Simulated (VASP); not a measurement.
# SiO2 (P6_422) in VASP: a series of runs

Runs on SiO2. Level: LDA. Tasks: single point.

All numbers are computed with VASP 6.6.1; they aren't measurements. Logs are shortened: lines on timing, memory, paths and dates and some standing lists are left out, and cuts for length are marked.

### 1 The cell of the first run

It takes space group P6_422 (No. 181, hexagonal). The conventional cell has a = 5.039 Å, b = 5.039 Å, c = 5.608 Å, α = 90.00°, β = 90.00°, γ = 120.00°. Si (site symmetry 222) has 4 O at 1.61 Å within 2.1 Å. Within 2.1 Å of O (site symmetry 2) lie 2 Si at 1.61 Å.

### 2 Single point, LDA (strain +0.000 along x and y, +0.015 along z)

File INCAR:

```
SYSTEM = SiO2
PREC = Accurate
ENCUT = 520
EDIFF = 1E-6
ISMEAR = 0
SIGMA = 0.05
LREAL = .FALSE.
LASPH = .TRUE.
NELM = 100
ALGO = Normal
ISIF = 2
LWAVE = .FALSE.
LCHARG = .FALSE.
GGA = CA
NBANDS = 34
```

File KPOINTS:

```
regular mesh
0
G
  6 6 4
  0 0 0
```

File POSCAR:

```
SiO2
1.0
    5.0386983903      0.0000000000      0.0000000000
   -2.5193491952      4.3636408080      0.0000000000
    0.0000000000      0.0000000000      5.6077278186
Si O
3 6
Direct
    0.0000000000      0.5000000000      0.3333333333
    0.5000000000      0.5000000000      0.6666666667
    0.5000000000      0.0000000000      0.0000000000
    0.5843949021      0.7921974511      0.8333333333
    0.7921974511      0.5843949021      0.5000000000
    0.7921974511      0.2078025489      0.1666666667
    0.4156050979      0.2078025489      0.8333333333
    0.2078025489      0.4156050979      0.5000000000
    0.2078025489      0.7921974511      0.1666666667
```

Potentials or basis: VASP PAW LDA potentials, release 64 (Si, O).

Launch:

```
$ cat potpaw_LDA.64/Si/POTCAR potpaw_LDA.64/O/POTCAR > POTCAR
$ mpirun -np 1 vasp_std > vasp.out
```

OUTCAR:

```text
SYSTEM = SiO2
   PREC = Accurate
   ENCUT = 520
   EDIFF = 1E-6
   ISMEAR = 0
   LREAL = .FALSE.
   LASPH = .TRUE.
   NELM = 100
   ISIF = 2
   GGA = CA

 ion  position               nearest neighbor table
   1  0.000  0.500  0.333-   6 1.61   9 1.61   8 1.61   5 1.61   3 3.14   3 3.14   2 3.14   2 3.14

   2  0.500  0.500  0.667-   4 1.61   7 1.61   5 1.61   8 1.61   3 3.14   3 3.14   1 3.14   1 3.14

   3  0.500  0.000  0.000-   4 1.61   7 1.61   6 1.61   9 1.61   1 3.14   1 3.14   2 3.14   2 3.14

   4  0.584  0.792  0.833-   3 1.61   2 1.61
   5  0.792  0.584  0.500-   1 1.61   2 1.61
   6  0.792  0.208  0.167-   1 1.61   3 1.61
   7  0.416  0.208  0.833-   3 1.61   2 1.61
   8  0.208  0.416  0.500-   1 1.61   2 1.61
   9  0.208  0.792  0.167-   1 1.61   3 1.61

  LATTYP: Found a hexagonal cell.
 ALAT       =     5.0386983903
 C/A-ratio  =     1.1129318297

  Lattice vectors:

 A1 = (   5.0386983903,   0.0000000000,   0.0000000000)
 A2 = (  -2.5193491952,   4.3636408080,   0.0000000000)
 A3 = (   0.0000000000,   0.0000000000,   5.6077278186)

Analysis of symmetry for initial positions (statically):
=====================================================================
 Subroutine PRICEL returns:
 Original cell was already a primitive cell.

 Routine SETGRP: Setting up the symmetry group for a
 hexagonal supercell.

 Subroutine GETGRP returns: Found 12 space group operations
 (whereof  4 operations were pure point group operations)
 out of a pool of 24 trial point group operations.

The static configuration has the point symmetry D_2 .
 The point group associated with its full space group is D_6 .

Analysis of symmetry for dynamics (positions and initial velocities):
=====================================================================
 Subroutine PRICEL returns:
 Original cell was already a primitive cell.

 Routine SETGRP: Setting up the symmetry group for a
 hexagonal supercell.

 Subroutine GETGRP returns: Found 12 space group operations
 (whereof  4 operations were pure point group operations)
 out of a pool of 24 trial point group operations.

The dynamic configuration has the point symmetry D_2 .
 The point group associated with its full space group is D_6 .

 Subroutine INISYM returns: Found 12 space group operations
 (whereof  4 operations are pure point group operations),
 and found     1 'primitive' translations

----------------------------------------------------------------------------------------

                                     Primitive cell

  volume of cell :     123.2975

  direct lattice vectors                    reciprocal lattice vectors
     5.038698390  0.000000000  0.000000000     0.198463953  0.114583217  0.000000000
    -2.519349195  4.363640808  0.000000000     0.000000000  0.229166433  0.000000000
     0.000000000  0.000000000  5.607727819     0.000000000  0.000000000  0.178325345

  length of vectors
     5.038698390  5.038698390  5.607727819     0.229166433  0.229166433  0.178325345

  position of ions in fractional coordinates (direct lattice)
     1.000000000  0.500000000  0.333333333
     0.500000000  0.500000000  0.666666667
     0.500000000  0.000000000  0.000000000
     0.584394902  0.792197451  0.833333333
     0.792197451  0.584394902  0.500000000
     0.792197451  0.207802549  0.166666667
     0.415605098  0.207802549  0.833333333
     0.207802549  0.415605098  0.500000000
     0.207802549  0.792197451  0.166666667

  ion indices of the primitive-cell ions
   primitive index   ion index
                 1           1
                 2           2
                 3           3
                 4           4
                 5           5
                 6           6
                 7           7
                 8           8
                 9           9

----------------------------------------------------------------------------------------

 KPOINTS: regular mesh

Automatic generation of k-mesh.
 Grid dimensions read from file:
 generate k-points for:    6    6    4

 Generating k-lattice:

  Cartesian coordinates                     Fractional coordinates (reciprocal lattice)
     0.033077325  0.019097203  0.000000000     0.166666667  0.000000000  0.000000000
     0.000000000  0.038194406  0.000000000     0.000000000  0.166666667  0.000000000
     0.000000000  0.000000000  0.044581336     0.000000000  0.000000000  0.250000000

  Length of vectors
     0.038194406  0.038194406  0.044581336

  Shift w.r.t. Gamma in fractional coordinates (k-lattice)
     0.000000000  0.000000000  0.000000000

 Subroutine IBZKPT returns following result:
 ===========================================

 Found     21 irreducible k-points:

 Following reciprocal coordinates:
            Coordinates               Weight
  0.000000  0.000000  0.000000      1.000000
  0.166667  0.000000  0.000000      6.000000
  0.333333 -0.000000  0.000000      6.000000
  0.500000 -0.000000  0.000000      3.000000
  0.166667  0.166667  0.000000      6.000000
  0.333333  0.166667  0.000000     12.000000
[... 13 lines left out ...]
  0.333333  0.166667  0.500000     12.000000
  0.333333  0.333333  0.500000      2.000000
   k-points           NKPTS =     21   k-points in BZ     NKDIM =     21   number of bands    NBANDS=     34
   number of dos      NEDOS =    301   number of ions     NIONS =      9
   total plane-waves  NPLWV =  67200
   dimension x,y,z NGX =    40 NGY =   40 NGZ =   42
   dimension x,y,z NGXF=    80 NGYF=   80 NGZF=   84
   ions per type =               3   6
   NGX,Y,Z   is equivalent  to a cutoff of  13.20, 13.20, 12.45 a.u.
   NGXF,Y,Z  is equivalent  to a cutoff of  26.40, 26.40, 24.90 a.u.
 SYSTEM =  SiO2
   PREC   = accura    normal or accurate (medium, high low for compatibility)
   ISTART =      0    job   : 0-new  1-cont  2-samecut
   ICHARG =      2    charge: 1-file 2-atom 10-const
   ISPIN  =      1    spin polarized calculation?
   LNONCOLLINEAR =      F non collinear calculations
   LSORBIT =      F    spin-orbit coupling
   LASPH  =      T    aspherical Exc in radial PAW
   ENCUT  =  520.0 eV  38.22 Ry    6.18 a.u.   9.37  9.37 10.43*2*pi/ulx,y,z
   NELM   =    100;   NELMIN=  2; NELMDL= -5     # of ELM steps
   EDIFF  = 0.1E-05   stopping-criterion for ELM
   LREAL  =      F    real-space projection
   EDIFFG = 0.1E-04   stopping-criterion for IOM
   NSW    =      0    number of steps for IOM
   IBRION =     -1    ionic relax: 0-MD 1-quasi-New 2-CG
   NFREE  =      0    steps in history (QN), initial steepest desc. (CG)
   ISIF   =      2    stress and relaxation
   ISYM   =      2    0-nonsym 1-usesym 2-fastsym
   POTIM  = 0.5000    time-step for ionic-motion
   TEBEG  =    0.0;   TEEND  =   0.0 temperature during run
   PSTRESS=    0.0 pullay stress
   NELECT =      48.0000    total number of electrons
   NUPDOWN=      -1.0000    fix difference up-down
   EMIN   =  10.00;   EMAX   =-10.00  energy-range for DOS
   EFERMI =   0.00;   METHOD = LEGACY
   ISMEAR =     0;   SIGMA  =   0.05  broadening in eV -4-tet -1-fermi 0-gaus
   EFERMI_NEDOS =   21; number of points for ismear=-14 and -15
   IALGO  =     38    algorithm
   IMIX   =      4    mixing-type and parameters
     AMIX     =   0.40;   BMIX     =  1.00
     AMIX_MAG =   1.60;   BMIX_MAG =  1.00
  volume/ion in A,a.u.               =      13.70        92.45
  Fermi-wavevector in a.u.,A,eV,Ry     =   1.195374  2.258929 19.441624  1.428919
  Thomas-Fermi vector in A             =   2.331341
   LORBIT       =      0    0 simple, 1 ext, 2 COOP (PROOUT), +10 PAW based schemes
   GGA     = CA    functional components
   LHFCALC =     F    Hartree Fock is set to
   AEXX    =    0.0000 exact exchange contribution
   IVDW    =     0    specifies the selected vdW correction
   LEPSILON=     F    determine dielectric tensor
   LRPA    =     F    only Hartree local field effects (RPA)
 non-spin polarized calculation
 Gauss-broadening in eV      SIGMA  =   0.05
  energy-cutoff  :      520.00
  volume of cell :      123.30
 maximum number of plane-waves:      3346
 NGX is ok and might be reduce to    40
   NGX = 19   NGY = 19   NGZ = 21

 number of electron      47.9999963 magnetization

 Free energy of the ion-electron system (eV)
  ---------------------------------------------------
  ext. energy  EPLUGINS =         0.00000000
  ---------------------------------------------------
  free energy    TOTEN  =       -77.79961610 eV

  energy without entropy =      -77.79961610  energy(sigma->0) =      -77.79961610

 E-fermi :   0.5842     XC(G=0):  -9.3005

 val. band max:        0.2740593743   @ k =   0.0000   0.0000   0.5000
 cond. band min:       5.6746467695   @ k =   0.0000   0.0000   0.0000
 fundamental gap:      5.4005873952
 Fermi energy:         0.5841523250

 k-point     1 :       0.0000    0.0000    0.0000
  band No.  band energies     occupation
      1     -18.9011      2.00000
      2     -17.4245      2.00000
      3     -17.4245      2.00000
      4     -16.7566      2.00000
      5     -16.7211      2.00000
      6     -16.7211      2.00000
[... 26 lines left out ...]
     33      13.1695      0.00000
     34      13.2230      0.00000

 k-point     2 :       0.1667    0.0000    0.0000
  band No.  band energies     occupation
      1     -18.8247      2.00000
      2     -17.5207      2.00000
      3     -17.4147      2.00000
      4     -16.7660      2.00000
      5     -16.7331      2.00000
      6     -16.7329      2.00000
[... 26 lines left out ...]
     33      12.8990      0.00000
     34      13.2199      0.00000
[... 664 lines left out ...]
     33      11.3694      0.00000
     34      11.5677      0.00000

 k-point    21 :       0.3333    0.3333    0.5000
  band No.  band energies     occupation
      1     -18.3874      2.00000
      2     -17.7199      2.00000
      3     -17.7199      2.00000
      4     -16.7851      2.00000
      5     -16.7751      2.00000
      6     -16.7751      2.00000
[... 26 lines left out ...]
     33      11.4143      0.00000
     34      11.4203      0.00000

------------------------ aborting loop because EDIFF is reached ----------------------------------------

  FORCE on cell =-STRESS in cart. coord.  units (eV):
  Direction    XX          YY          ZZ          XY          YZ          ZX
  --------------------------------------------------------------------------------------
  -------------------------------------------------------------------------------------
  Total       -1.4239667     -1.4239667     -2.2250541      0.0000000      0.0000000      0.0000000
  in kB      -18.5035958    -18.5035958    -28.9132471      0.0000000      0.0000000      0.0000000
  external PRESSURE =     -21.9734795 kB  Pullay stress =       0.0000000 kB

 VOLUME and BASIS-vectors are now :
 -----------------------------------------------------------------------------
  energy-cutoff  :      520.00
  volume of cell :      123.30
      direct lattice vectors                 reciprocal lattice vectors
     5.038698390  0.000000000  0.000000000     0.198463953  0.114583217  0.000000000
    -2.519349195  4.363640808  0.000000000     0.000000000  0.229166433  0.000000000
     0.000000000  0.000000000  5.607727819     0.000000000  0.000000000  0.178325345

 POSITION                                       TOTAL-FORCE (eV/Angst)
 -----------------------------------------------------------------------------------
     -1.25967      2.18182      1.86924         0.000000      0.000000     -0.000000
      1.25967      2.18182      3.73849         0.000000      0.000000      0.000000
      2.51935      0.00000      0.00000         0.000000      0.000000      0.000000
      0.94877      3.45687      4.67311        -0.079837     -0.046094     -0.000000
      2.51935      2.55009      2.80386         0.000000     -0.092188     -0.000000
      3.46812      0.90678      0.93462        -0.079837      0.046094     -0.000000
      1.57058      0.90678      4.67311         0.079837      0.046094     -0.000000
     -0.00000      1.81355      2.80386        -0.000000      0.092188      0.000000
     -0.94877      3.45687      0.93462         0.079837     -0.046094      0.000000
 -----------------------------------------------------------------------------------
    total drift:                                0.000000     -0.000000      0.000001

  FREE ENERGIE OF THE ION-ELECTRON SYSTEM (eV)
  ---------------------------------------------------
  free  energy   TOTEN  =       -77.7996161031 eV

  energy  without entropy=      -77.7996161031  energy(sigma->0) =      -77.79961610
```

Wall time 42 s (1 thread of Intel Xeon 6975P-C (Granite Rapids), shared host); peak memory 0.22 GiB.

Results:

| Item | Value |
| --- | --- |
| Free energy | -77.7996 eV |
| Pressure | -2.2 GPa |
| Largest force | 0.092 eV/Å |
| Band gap on the k mesh | 5.40 eV (least direct gap 5.56 eV) |

Forces on the atoms (eV/Å):
```
Si   0.000  0.000  0.000
Si   0.000  0.000  0.000
Si   0.000  0.000  0.000
O   -0.080 -0.046  0.000
O    0.000 -0.092  0.000
O   -0.080  0.046  0.000
O    0.080  0.046  0.000
O    0.000  0.092  0.000
O    0.080 -0.046  0.000
```

Caveat: the cell differs from its parent crystal (strain +0.000 along x and y, +0.015 along z). A k mesh can miss the band edges.

(Part 1 of 2 ends here.)
